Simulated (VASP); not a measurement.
# Ti (I4_1/amd) in VASP: relaxation of cell and atoms with LDA

Aim: the relaxation of cell and atoms of Ti with LDA.

Program: VASP 6.6.1. These are calculated values, not measurements. Logs are shortened: lines on timing, memory, paths and dates and some standing lists are left out, and cuts for length are marked.

### 1 The cell of the first run

Symmetry: I4_1/amd, No. 141, tetragonal system. Conventional cell: a = 5.140 Å, b = 5.140 Å, c = 2.807 Å, α = 90.00°, β = 90.00°, γ = 90.00°. Within 3.5 Å of Ti (site symmetry -4m2) lie 10 Ti at 2.66 to 3.32 Å.

### 2 Relaxation of cell and atoms, LDA

The input, INCAR:

```
SYSTEM = Ti
PREC = Accurate
ENCUT = 600
EDIFF = 1E-6
ISMEAR = -1
SIGMA = 0.1
LREAL = .False.
LASPH = .True.
NELM = 60
ALGO = Normal
ISIF = 3
LWAVE = .False.
LCHARG = .False.
GGA = CA
IBRION = 2
NSW = 80
EDIFFG = -0.01
ISYM = 0
```

The input, KPOINTS:

```
Automatic mesh
0
Gamma
  13 13 9
  0 0 0
```

The input, POSCAR:

```
Ti
1.0
   -2.5702241168      2.5702241168      1.4033423678
    2.5702241168     -2.5702241168      1.4033423678
    2.5702241168      2.5702241168     -1.4033423678
Ti
2
Direct
    0.0000000000      0.0000000000      0.0000000000
    0.7500000000      0.2500000000      0.5000000000
```

Potentials or basis: VASP PAW LDA potentials, release 64 (Ti_sv).

Run with:

```
> cat potpaw_LDA.64/Ti_sv/POTCAR > POTCAR
> mpirun -np 1 vasp_std > vasp.out
```

OUTCAR:

```text
SYSTEM = Ti
   PREC = Accurate
   ENCUT = 600
   EDIFF = 1E-6
   ISMEAR = -1
   LREAL = .False.
   LASPH = .True.
   NELM = 60
   ISIF = 3
   GGA = CA
   IBRION = 2
   NSW = 80
   EDIFFG = -0.01
   ISYM = 0

 ion  position               nearest neighbor table
   1  0.000  0.000  0.000-   2 2.66   2 2.66   2 2.66   2 2.66
   2  0.750  0.250  0.500-   1 2.66   1 2.66   1 2.66   1 2.66

IMPORTANT INFORMATION: All symmetrisations will be switched off!
NOSYMM: (Re-)initialisation of all symmetry stuff for point group C_1.

----------------------------------------------------------------------------------------

                                     Primitive cell

  volume of cell :      37.0822

  direct lattice vectors                    reciprocal lattice vectors
    -2.570224117  2.570224117  1.403342368     0.000000000  0.194535565  0.356292243
     2.570224117 -2.570224117  1.403342368     0.194535565  0.000000000  0.356292243
     2.570224117  2.570224117 -1.403342368     0.194535565  0.194535565  0.000000000

  length of vectors
     3.896341081  3.896341081  3.896341081     0.405941188  0.405941188  0.275114834

  position of ions in fractional coordinates (direct lattice)
     0.000000000  0.000000000  0.000000000
     0.750000000  0.250000000  0.500000000

  ion indices of the primitive-cell ions
   primitive index   ion index
                 1           1
                 2           2

----------------------------------------------------------------------------------------

 KPOINTS: Automatic mesh

Automatic generation of k-mesh.
 Grid dimensions read from file:
 generate k-points for:   13   13    9

 Generating k-lattice:

  Cartesian coordinates                     Fractional coordinates (reciprocal lattice)
     0.000000000  0.014964274  0.027407096     0.076923077 -0.000000000  0.000000000
     0.014964274  0.000000000  0.027407096    -0.000000000  0.076923077  0.000000000
     0.021615063  0.021615063  0.000000000     0.000000000  0.000000000  0.111111111

  Length of vectors
     0.031226245  0.031226245  0.030568315

  Shift w.r.t. Gamma in fractional coordinates (k-lattice)
     0.000000000  0.000000000  0.000000000

 -----------------------------------------------------------------------------
|                                                                             |
|           W    W    AA    RRRRR   N    N  II  N    N   GGGG   !!!           |
|           W    W   A  A   R    R  NN   N  II  NN   N  G    G  !!!           |
|           W    W  A    A  R    R  N N  N  II  N N  N  G       !!!           |
|           W WW W  AAAAAA  RRRRR   N  N N  II  N  N N  G  GGG   !            |
[... 82 lines left out ...]
   EFERMI_NEDOS =   21; number of points for ismear=-14 and -15
   IALGO  =     38    algorithm
   IMIX   =      4    mixing-type and parameters
     AMIX     =   0.40;   BMIX     =  1.00
     AMIX_MAG =   1.60;   BMIX_MAG =  1.00
  volume/ion in A,a.u.               =      18.54       125.12
  Fermi-wavevector in a.u.,A,eV,Ry     =   1.416087  2.676017 27.283808  2.005303
  Thomas-Fermi vector in A             =   2.537458
   LORBIT       =      0    0 simple, 1 ext, 2 COOP (PROOUT), +10 PAW based schemes
   GGA     = CA    functional components
   LHFCALC =     F    Hartree Fock is set to
   AEXX    =    0.0000 exact exchange contribution
   IVDW    =     0    specifies the selected vdW correction
   LEPSILON=     F    determine dielectric tensor
   LRPA    =     F    only Hartree local field effects (RPA)
 conjugate gradient relaxation of ions
 non-spin polarized calculation
  energy-cutoff  :      600.00
  volume of cell :       37.08
 maximum number of plane-waves:      1258
   NGX = 15   NGY = 15   NGZ = 15

--------------------------------------- Ionic step        1  -------------------------------------------

 number of electron      24.0000005 magnetization

 Free energy of the ion-electron system (eV)
  ---------------------------------------------------
  ext. energy  EPLUGINS =         0.00000000
  ---------------------------------------------------
  free energy    TOTEN  =       -16.16062546 eV

  energy without entropy =      -16.04276148  energy(sigma->0) =      -16.10169347

------------------------ aborting loop because EDIFF is reached ----------------------------------------

  FORCE on cell =-STRESS in cart. coord.  units (eV):
  Direction    XX          YY          ZZ          XY          YZ          ZX
  --------------------------------------------------------------------------------------
  -------------------------------------------------------------------------------------
  Total       -2.9818115     -2.9818093     -2.5007531      0.0006396     -0.0002754     -0.0002685
  in kB     -128.8324140   -128.8323190   -108.0477653      0.0276332     -0.0118979     -0.0116015
  external PRESSURE =    -121.9041661 kB  Pullay stress =       0.0000000 kB
[... 203 lines left out ...]
--------------------------------------- Ionic step        7  -------------------------------------------

 number of electron      23.9999999 magnetization

 Free energy of the ion-electron system (eV)
  ---------------------------------------------------
  ext. energy  EPLUGINS =         0.00000000
  ---------------------------------------------------
  free energy    TOTEN  =       -16.39215070 eV

  energy without entropy =      -16.29199671  energy(sigma->0) =      -16.34207371

 E-fermi :   8.6788     XC(G=0): -12.1440

 val. band max:        8.6751697265   @ k =   0.4615  -0.0000   0.3333
 cond. band min:       8.6789928577   @ k =   0.0000   0.1538   0.0000
 fundamental gap:      0.0038231312
 Fermi energy:         8.6787527362

 k-point     1 :       0.0000    0.0000    0.0000
  band No.  band energies     occupation
      1     -47.0837      2.00000
      2     -46.6229      2.00000
      3     -24.0837      2.00000
      4     -24.0836      2.00000
      5     -23.1510      2.00000
      6     -23.1325      2.00000
[... 433 lines left out ...]
      3     -24.0301      2.00000
      4     -23.9472      2.00000
      5     -23.6808      2.00000
      6     -23.6250      2.00000
[... 8 lines left out ...]
     15      10.3158      0.00000
     16      11.7919      0.00000

 [... further k-points ...]

------------------------ aborting loop because EDIFF is reached ----------------------------------------

  FORCE on cell =-STRESS in cart. coord.  units (eV):
  Direction    XX          YY          ZZ          XY          YZ          ZX
  --------------------------------------------------------------------------------------
  -------------------------------------------------------------------------------------
  Total       -0.0127712     -0.0127741     -0.0037288     -0.0009628     -0.0005549     -0.0005544
  in kB       -0.6412110     -0.6413571     -0.1872161     -0.0483414     -0.0278605     -0.0278340
  external PRESSURE =      -0.4899281 kB  Pullay stress =       0.0000000 kB
[... 17 lines left out ...]
  FREE ENERGIE OF THE ION-ELECTRON SYSTEM (eV)
  ---------------------------------------------------
  free  energy   TOTEN  =       -16.3921507019 eV

  energy  without entropy=      -16.2919967133  energy(sigma->0) =      -16.34207371

 reached required accuracy - stopping structural energy minimisation
```

OSZICAR:

```text
N       E                     dE             d eps       ncg     rms          rms(c)
DAV:   1     0.256647506415E+03    0.25665E+03   -0.14267E+04 24352   0.199E+03
DAV:   2     0.618387670248E+01   -0.25046E+03   -0.24915E+03 24800   0.511E+02
DAV:   3    -0.172043208249E+02   -0.23388E+02   -0.23179E+02 48352   0.133E+02
[... 69 lines left out ...]
DAV:   4    -0.163920889266E+02   -0.55445E-04   -0.25714E-04 34592   0.111E-01    0.186E-02
DAV:   5    -0.163921344213E+02   -0.45495E-04   -0.91889E-05 34072   0.687E-02    0.229E-02
DAV:   6    -0.163921446890E+02   -0.10268E-04   -0.14636E-05 37520   0.445E-02    0.179E-02
DAV:   7    -0.163921500437E+02   -0.53547E-05   -0.12441E-05 29240   0.387E-02    0.302E-03
DAV:   8    -0.163921507019E+02   -0.65824E-06   -0.12696E-06 17136   0.986E-03
   7 F= -.16392151E+02 E0= -.16342074E+02  d E =-.123463E-04
```

It took 83 min on 1 thread of Oxide Virtual Turin-like, shared host; peak memory 0.53 GiB.

Results:

```
Free energy                           : -16.3922 eV
Relaxed volume                        : 15.96 Å³/atom
Relaxed cell                          : a = 3.675 Å, b = 3.675 Å, c = 3.675 Å, α = 98.03°, β = 98.03°, γ = 136.11°
Space group after relaxing (to 0.1 Å) : I4_1/amd (No. 141)
Energy gained by relaxing             : 115.8 meV/atom
Ionic steps                           : 7
Pressure after relaxing               : 0.0 GPa
Band gap on the k mesh                : zero (bands 12 and 13 overlap by 0.89 eV)
```

Step by step:
```tsv
step	energy change (eV)	largest force (eV/Å)	pressure (GPa)	volume (Å³)
1	0.0000	0.0003	-12.19	37.08
2	-0.1795	0.0004	7.70	30.01
3	-0.2220	0.0006	0.20	31.92
4	-0.2294	0.0001	0.16	31.87
5	-0.2315	0.0006	0.15	31.82
6	-0.2315	0.0006	0.16	31.83
7	-0.2315	0.0002	-0.05	31.91
```

Final structure:
```
CELL_PARAMETERS angstrom
-2.41033 2.41017 1.37326
2.41017 -2.41033 1.37326
2.41036 2.41036 -1.37356
ATOMIC_POSITIONS crystal
Ti 0.00000 0.00000 0.00000
Ti 0.75000 0.25000 0.50000
```

Levels at points of the mesh, in eV from the Fermi level:
```csv
k point,band 10,band 11,band 12,band 13,band 14,band 15
"(0.00, 0.00, 0.00)",-2.96,-0.98,-0.45,0.31,2.61,2.61
```
